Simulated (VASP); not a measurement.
# PrBe3Si (I-4m2) in VASP: notebook

PrBe3Si is run at these levels: PBE; tasks: relaxation of cell and atoms, single point.

Everything below comes from runs of VASP 6.6.1. Logs are shortened: lines on timing, memory, paths and dates and some standing lists are left out, and cuts for length are marked.

## Step 1: The cell of the first run

It takes space group I-4m2 (No. 119, tetragonal). The conventional cell has a = 3.820 Å, b = 3.820 Å, c = 9.927 Å, α = 90.00°, β = 90.00°, γ = 90.00°. Within 3.9 Å of Pr (site symmetry -4m2) lie 14 Be at 2.95 to 3.77 Å and 4 Si at 3.13 Å and 4 Pr at 3.82 Å. Be (site symmetry 2mm) has 3 Be at 2.30 to 2.39 Å and 2 Si at 2.30 Å and 4 Pr at 2.95 Å within 3.0 Å. Be (site symmetry -4m2) has 4 Be at 2.30 Å and 4 Si at 2.70 Å within 3.0 Å. Within 3.0 Å of Si (site symmetry -4m2) lie 8 Be at 2.30 to 2.70 Å.

The cell was generated, and may not be a known phase.

## Step 2: Relaxation of cell and atoms, PBE

The input, INCAR:

```
SYSTEM = PrBe3Si
PREC = Accurate
ENCUT = 600
EDIFF = 1E-7
ISMEAR = 0
SIGMA = 0.1
LREAL = .FALSE.
LASPH = .TRUE.
NELM = 200
ALGO = Normal
ISIF = 3
LWAVE = .FALSE.
LCHARG = .FALSE.
GGA = PE
IBRION = 2
NSW = 100
EDIFFG = -0.01
GGA_COMPAT = .FALSE.
NELMIN = 4
LMAXMIX = 6
```

The input, KPOINTS:

```
regular mesh
0
G
  12 12 12
  0 0 0
```

The input, POSCAR:

```
PrBe3Si
1.0
   -1.9097607143      1.9097607143      4.9637280659
    1.9097607143     -1.9097607143      4.9637280659
    1.9097607143      1.9097607143     -4.9637280659
Pr Be Si
1 3 1
Direct
    0.0000000000      0.0000000000      0.0000000000
    0.6205777372      0.6205777372      0.0000000000
    0.3794222628      0.3794222628      0.0000000000
    0.7500000000      0.2500000000      0.5000000000
    0.2500000000      0.7500000000      0.5000000000
```

Potentials or basis: VASP PAW PBE potentials, release 64 (Pr_3, Be, Si), 4f in core.

On the command line:

```bash
cat potpaw_PBE.64/Pr_3/POTCAR potpaw_PBE.64/Be/POTCAR potpaw_PBE.64/Si/POTCAR > POTCAR
mpirun -np 1 vasp_std > vasp.out
```

OUTCAR:

```text
SYSTEM = PrBe3Si
   PREC = Accurate
   ENCUT = 600
   EDIFF = 1E-7
   ISMEAR = 0
   LREAL = .FALSE.
   LASPH = .TRUE.
   NELM = 200
   ISIF = 3
   GGA = PE
   IBRION = 2
   NSW = 100
   EDIFFG = -0.01
   NELMIN = 4

 ion  position               nearest neighbor table
   1  0.000  0.000  0.000-   2 2.95   2 2.95   2 2.95   3 2.95   2 2.95   3 2.95   3 2.95   3 2.95
                             5 3.13   4 3.13   5 3.13   4 3.13   4 3.13   4 3.13   5 3.13   5 3.13
   2  0.621  0.621  0.000-   5 2.30   4 2.30   4 2.30   5 2.30   1 2.95   1 2.95   1 2.95   1 2.95

   3  0.379  0.379  0.000-   4 2.30   5 2.30   5 2.30   4 2.30   1 2.95   1 2.95   1 2.95   1 2.95

   4  0.750  0.250  0.500-   3 2.30   2 2.30   3 2.30   2 2.30   5 2.70   5 2.70   5 2.70   5 2.70
                             1 3.13   1 3.13   1 3.13   1 3.13
   5  0.250  0.750  0.500-   3 2.30   2 2.30   3 2.30   2 2.30   4 2.70   4 2.70   4 2.70   4 2.70
                             1 3.13   1 3.13   1 3.13   1 3.13

  LATTYP: Found a body centered tetragonal cell.
 ALAT       =     3.8195214286
 C/A-ratio  =     2.5991361267

  Lattice vectors:

 A1 = (  -1.9097607143,   1.9097607143,   4.9637280659)
 A2 = (   1.9097607143,  -1.9097607143,   4.9637280659)
 A3 = (   1.9097607143,   1.9097607143,  -4.9637280659)

Analysis of symmetry for initial positions (statically):
=====================================================================
 Subroutine PRICEL returns:
 Original cell was already a primitive cell.

 Routine SETGRP: Setting up the symmetry group for a
 body centered tetragonal supercell.

 Subroutine GETGRP returns: Found  8 space group operations
 (whereof  8 operations were pure point group operations)
 out of a pool of 16 trial point group operations.

The static configuration has the point symmetry D_2d.

Analysis of symmetry for dynamics (positions and initial velocities):
=====================================================================
 Subroutine PRICEL returns:
 Original cell was already a primitive cell.

 Routine SETGRP: Setting up the symmetry group for a
 body centered tetragonal supercell.

 Subroutine GETGRP returns: Found  8 space group operations
 (whereof  8 operations were pure point group operations)
 out of a pool of 16 trial point group operations.

The dynamic configuration has the point symmetry D_2d.

 Subroutine INISYM returns: Found  8 space group operations
 (whereof  8 operations are pure point group operations),
 and found     1 'primitive' translations

----------------------------------------------------------------------------------------

                                     Primitive cell

  volume of cell :      72.4146

  direct lattice vectors                    reciprocal lattice vectors
    -1.909760714  1.909760714  4.963728066     0.000000000  0.261812905  0.100730740
     1.909760714 -1.909760714  4.963728066     0.261812905  0.000000000  0.100730740
     1.909760714  1.909760714 -4.963728066     0.261812905  0.261812905  0.000000000

  length of vectors
     5.650926321  5.650926321  5.650926321     0.280522154  0.280522154  0.370259361

  position of ions in fractional coordinates (direct lattice)
     0.000000000  0.000000000  0.000000000
     0.620577737  0.620577737  0.000000000
     0.379422263  0.379422263  0.000000000
     0.750000000  0.250000000  0.500000000
     0.250000000  0.750000000  0.500000000

  ion indices of the primitive-cell ions
   primitive index   ion index
                 1           1
                 2           2
                 3           3
                 4           4
                 5           5

----------------------------------------------------------------------------------------

 KPOINTS: regular mesh

Automatic generation of k-mesh.
 Grid dimensions read from file:
 generate k-points for:   12   12   12

 Generating k-lattice:

  Cartesian coordinates                     Fractional coordinates (reciprocal lattice)
     0.000000000  0.021817742  0.008394228     0.083333333 -0.000000000  0.000000000
     0.021817742  0.000000000  0.008394228    -0.000000000  0.083333333  0.000000000
     0.021817742  0.021817742  0.000000000     0.000000000  0.000000000  0.083333333

  Length of vectors
     0.023376846  0.023376846  0.030854947

  Shift w.r.t. Gamma in fractional coordinates (k-lattice)
     0.000000000  0.000000000  0.000000000

 Subroutine IBZKPT returns following result:
 ===========================================

 Found    163 irreducible k-points:

 Following reciprocal coordinates:
            Coordinates               Weight
  0.000000  0.000000  0.000000      1.000000
  0.083333  0.000000 -0.000000      8.000000
  0.166667  0.000000 -0.000000      8.000000
  0.250000  0.000000  0.000000      8.000000
  0.333333  0.000000  0.000000      8.000000
  0.416667  0.000000  0.000000      8.000000
[... 16 lines left out ...]
  0.500000  0.166667 -0.000000     16.000000
 -0.416667  0.166667 -0.000000     16.000000
 [... further k-points ...]
   k-points           NKPTS =    163   k-points in BZ     NKDIM =    163   number of bands    NBANDS=     14
   number of dos      NEDOS =    301   number of ions     NIONS =      5
   total plane-waves  NPLWV = 110592
   dimension x,y,z NGX =    48 NGY =   48 NGZ =   48
   dimension x,y,z NGXF=    96 NGYF=   96 NGZF=   96
   ions per type =               1   3   1
   NGX,Y,Z   is equivalent  to a cutoff of  14.12, 14.12, 14.12 a.u.
   NGXF,Y,Z  is equivalent  to a cutoff of  28.24, 28.24, 28.24 a.u.
 SYSTEM =  PrBe3Si
   PREC   = accura    normal or accurate (medium, high low for compatibility)
   ISTART =      0    job   : 0-new  1-cont  2-samecut
   ICHARG =      2    charge: 1-file 2-atom 10-const
   ISPIN  =      1    spin polarized calculation?
   LNONCOLLINEAR =      F non collinear calculations
   LSORBIT =      F    spin-orbit coupling
   LASPH  =      T    aspherical Exc in radial PAW
   ENCUT  =  600.0 eV  44.10 Ry    6.64 a.u.  11.29 11.29 11.29*2*pi/ulx,y,z
   NELM   =    200;   NELMIN=  4; NELMDL= -5     # of ELM steps
   EDIFF  = 0.1E-06   stopping-criterion for ELM
   LREAL  =      F    real-space projection
   EDIFFG = -.1E-01   stopping-criterion for IOM
   NSW    =    100    number of steps for IOM
   IBRION =      2    ionic relax: 0-MD 1-quasi-New 2-CG
   NFREE  =      1    steps in history (QN), initial steepest desc. (CG)
   ISIF   =      3    stress and relaxation
   ISYM   =      2    0-nonsym 1-usesym 2-fastsym
   POTIM  = 0.5000    time-step for ionic-motion
   TEBEG  =    0.0;   TEEND  =   0.0 temperature during run
   PSTRESS=    0.0 pullay stress
   NELECT =      21.0000    total number of electrons
   NUPDOWN=      -1.0000    fix difference up-down
   EMIN   =  10.00;   EMAX   =-10.00  energy-range for DOS
   EFERMI =   0.00;   METHOD = LEGACY
   ISMEAR =     0;   SIGMA  =   0.10  broadening in eV -4-tet -1-fermi 0-gaus
   EFERMI_NEDOS =   21; number of points for ismear=-14 and -15
   IALGO  =     38    algorithm
   IMIX   =      4    mixing-type and parameters
     AMIX     =   0.40;   BMIX     =  1.00
     AMIX_MAG =   1.60;   BMIX_MAG =  1.00
  volume/ion in A,a.u.               =      14.48        97.74
  Fermi-wavevector in a.u.,A,eV,Ry     =   1.083609  2.047724 15.976078  1.174209
  Thomas-Fermi vector in A             =   2.219679
   LORBIT       =      0    0 simple, 1 ext, 2 COOP (PROOUT), +10 PAW based schemes
   GGA     = PE    functional components
   LHFCALC =     F    Hartree Fock is set to
   AEXX    =    0.0000 exact exchange contribution
   IVDW    =     0    specifies the selected vdW correction
   LEPSILON=     F    determine dielectric tensor
   LRPA    =     F    only Hartree local field effects (RPA)
 conjugate gradient relaxation of ions
 non-spin polarized calculation
 Gauss-broadening in eV      SIGMA  =   0.10
  energy-cutoff  :      600.00
  volume of cell :       72.41
 maximum number of plane-waves:      2436
 NGX is ok and might be reduce to    48
   NGX = 23   NGY = 23   NGZ = 23

--------------------------------------- Ionic step        1  -------------------------------------------

 number of electron      21.0000000 magnetization

 Free energy of the ion-electron system (eV)
  ---------------------------------------------------
  ext. energy  EPLUGINS =         0.00000000
  ---------------------------------------------------
  free energy    TOTEN  =       -22.51750668 eV

  energy without entropy =      -22.51132311  energy(sigma->0) =      -22.51441489

------------------------ aborting loop because EDIFF is reached ----------------------------------------

  FORCE on cell =-STRESS in cart. coord.  units (eV):
  Direction    XX          YY          ZZ          XY          YZ          ZX
  --------------------------------------------------------------------------------------
  -------------------------------------------------------------------------------------
  Total        0.2161416      0.2161416      0.2375015      0.0000000      0.0000000      0.0000000
  in kB        4.7821493      4.7821493      5.2547389      0.0000000      0.0000000      0.0000000
  external PRESSURE =       4.9396791 kB  Pullay stress =       0.0000000 kB
[... 63 lines left out ...]
  energy  without entropy=      -22.5118092352  energy(sigma->0) =      -22.51490754

--------------------------------------- Ionic step        3  -------------------------------------------

 number of electron      21.0000000 magnetization

 Free energy of the ion-electron system (eV)
  ---------------------------------------------------
  ext. energy  EPLUGINS =         0.00000000
  ---------------------------------------------------
  free energy    TOTEN  =       -22.51805553 eV

  energy without entropy =      -22.51186204  energy(sigma->0) =      -22.51495879

 E-fermi :   5.3566     XC(G=0): -10.4181

 val. band max:        5.3463871927   @ k =   0.2500   0.1667  -0.0000
 cond. band min:       5.3610614245   @ k =  -0.2500   0.4167   0.2500
 fundamental gap:      0.0146742318
 Fermi energy:         5.3565642828

 k-point     1 :       0.0000    0.0000    0.0000
  band No.  band energies     occupation
      1     -29.8421      2.00000
      2     -12.1088      2.00000
      3     -11.6819      2.00000
      4     -11.6819      2.00000
      5      -4.5519      2.00000
      6       1.9589      2.00000
      7       2.4401      2.00000
      8       2.9692      2.00000
      9       2.9692      2.00000
     10       4.8282      2.00000
     11       6.1130      0.00000
     12       7.7850      0.00000
     13       7.7850      0.00000
     14       8.0789      0.00000
[... 375 lines left out ...]
 k-point    24 :      -0.4167    0.1667   -0.0000
  band No.  band energies     occupation
      1     -29.8004      2.00000
      2     -12.1911      2.00000
      3     -12.0372      2.00000
      4     -11.7656      2.00000
      5      -3.0483      2.00000
      6      -0.3511      2.00000
      7       2.2233      2.00000
      8       2.9397      2.00000
      9       3.5187      2.00000
     10       4.3313      2.00000
     11       4.6849      2.00000
     12       7.4743      0.00000
     13       8.4723      0.00000
     14       9.1339      0.00000

 [... further k-points ...]

------------------------ aborting loop because EDIFF is reached ----------------------------------------

  FORCE on cell =-STRESS in cart. coord.  units (eV):
  Direction    XX          YY          ZZ          XY          YZ          ZX
  --------------------------------------------------------------------------------------
  -------------------------------------------------------------------------------------
  Total        0.0016830      0.0016830      0.0026683      0.0000000      0.0000000      0.0000000
  in kB        0.0370514      0.0370514      0.0587456      0.0000000      0.0000000      0.0000000
  external PRESSURE =       0.0442828 kB  Pullay stress =       0.0000000 kB
[... 20 lines left out ...]
  FREE ENERGIE OF THE ION-ELECTRON SYSTEM (eV)
  ---------------------------------------------------
  free  energy   TOTEN  =       -22.5180555322 eV

  energy  without entropy=      -22.5118620412  energy(sigma->0) =      -22.51495879

 reached required accuracy - stopping structural energy minimisation
```

Run time: 6.7 min. Hardware: 1 thread of Intel Xeon Platinum 8559C (Emerald Rapids), shared host; peak memory 0.53 GiB.

Results:

```yaml
Free_energy: -22.5181 eV
Relaxed_volume: 14.55 Å³/atom
Relaxed_cell: a = 5.661 Å, b = 5.661 Å, c = 5.661 Å, α = 140.50°, β = 140.50°, γ = 57.09°
Space_group_after_relaxing_to_0.1_Å: I-4m2 (No. 119)
Energy_gained_by_relaxing: 0.1 meV/atom
Ionic_steps: 3
Pressure_after_relaxing: 0.0 GPa
Largest_force_after_relaxing: 0.006 eV/Å
Band_gap_on_the_k_mesh: zero (an odd number of electrons rules out a gap without spin polarisation)
```

Forces in eV/Å, atoms in the order of the input:
```
Pr   0.000  0.000  0.000
Be   0.000  0.000  0.006
Be   0.000  0.000 -0.006
Be   0.000  0.000  0.000
Si   0.000  0.000  0.000
```

Step by step:
```tsv
step	energy change (eV)	largest force (eV/Å)	pressure (GPa)	volume (Å³)
1	0.0000	0.0030	0.49	72.41
2	-0.0005	0.0069	-0.14	72.88
3	-0.0005	0.0060	0.00	72.77
```

Final structure:
```
CELL_PARAMETERS angstrom
-1.91282 1.91282 4.97246
1.91282 -1.91282 4.97246
1.91282 1.91282 -4.97246
ATOMIC_POSITIONS crystal
Pr 0.00000 0.00000 0.00000
Be 0.62059 0.62059 0.00000
Be 0.37941 0.37941 0.00000
Be 0.75000 0.25000 0.50000
Si 0.25000 0.75000 0.50000
```

Caveat: spin-orbit coupling is left out, which moves the levels of the heavy elements; the 4f electrons are frozen in the core, so they carry no moment and show no levels. Spin polarisation is off, so any magnetic state and its effect on volume and gap are missing.

## Step 3: Single point, PBE

The input, INCAR:

```
SYSTEM = PrBe3Si
ALGO = Normal
EDIFF = 1E-6
ENCUT = 600
GGA = PE
GGA_COMPAT = .False.
ISIF = 2
ISMEAR = 0
LASPH = .True.
LCHARG = .True.
LELF = .True.
LMAXMIX = 6
LREAL = .False.
LVHAR = .True.
LWAVE = .False.
NBANDS = 18
NELM = 200
PREC = Accurate
SIGMA = 0.2
```

The input, KPOINTS:

```
k-points
0
Gamma
  6 6 6
  0 0 0
```

POSCAR is that of step 2.

Potentials or basis: VASP PAW PBE potentials, release 64 (Pr_3, Be, Si), 4f in core.

On the command line:

```bash
cat potpaw_PBE.64/Pr_3/POTCAR potpaw_PBE.64/Be/POTCAR potpaw_PBE.64/Si/POTCAR > POTCAR
mpirun -np 1 vasp_std > vasp.out
```

Run time: 80 s. Hardware: 1 thread of Intel Xeon Platinum 8488C (Sapphire Rapids), shared host; peak memory 0.34 GiB.

The run converged. Its results:

| Property | Result |
| --- | --- |
| Free energy | -22.5274 eV |
| Pressure | 0.5 GPa |
| Largest force | 0.029 eV/Å |
| Band gap on the k mesh | zero (an odd number of electrons rules out a gap without spin polarisation) |

Forces on the atoms (eV/Å):
```
Pr   0.000  0.000  0.000
Be   0.000  0.000 -0.029
Be   0.000  0.000  0.029
Be   0.000  0.000  0.000
Si   0.000  0.000  0.000
```

Stress tensor (GPa, compression positive):
```
0.46 0.00 0.00
0.00 0.46 0.00
0.00 0.00 0.56
```

Levels at points of the mesh, in eV from the Fermi level:
```
           k point  band 7  band 8  band 9  band 10  band 11  band 12  band 13  band 14
(0.00, 0.00, 0.00)   -2.91   -2.39   -2.39    -0.52     0.78     2.45     2.45     2.73
(0.50, 0.00, 0.00)   -3.34   -1.90   -1.07    -0.10     0.57     0.66     1.92     2.89
(0.50, 0.50, 0.00)   -4.56   -3.38   -2.75    -2.67    -0.64     3.28     3.84     4.11
(0.50, 0.50, 0.50)   -1.81   -1.81   -1.22    -0.41     1.38     1.48     1.48     3.52
```

Caveat: spin-orbit coupling is left out, which moves the levels of the heavy elements; the 4f electrons are frozen in the core, so they carry no moment and show no levels.

The gap in the log of VASP goes by the Fermi energy; the results here count the filled bands.